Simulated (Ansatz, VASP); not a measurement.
Hg in VASP and in Ansatz

```
Hg
1.0
     3.11144    0.00000    0.00000
    -1.55572    2.69459    0.00000
     0.00000    0.00000    4.98709
Hg
2
Direct
  0.66667 0.33333 0.75000
  0.33333 0.66667 0.25000
```

Alike in both runs: task single point; functional PBEsol; dispersion D3(BJ); k mesh 18 × 18 × 10; occupations gaussian, width 0.15 eV; no spin polarisation.

|  | VASP | Ansatz |
| --- | --- | --- |
| version | VASP 6.6.1 | Ansatz 0.2.0 |
| potentials or method | VASP PAW PBE potentials, release 64 (Hg), cutoff 520 eV | scalar-relativistic, plane waves, PAW |
| valence electrons in the cell | 24 | 40 |

```csv
,VASP,Ansatz,Ansatz less VASP
gap on the k mesh at the Fermi level (eV),none,none,-
pressure (GPa),3.3,2.6,-0.69
"traceless stress, the component that is largest in VASP (GPa)",-0.09,-0.11,-0.015
```

VASP's potentials were made for PBE, not for PBEsol. A gap of «none» marks a metal or a gap that the smearing closes. VASP's potentials hold 24 valence electrons a cell and Ansatz's 40, so a difference there can come from the potentials and not from the codes.

Spin-orbit coupling is off throughout.
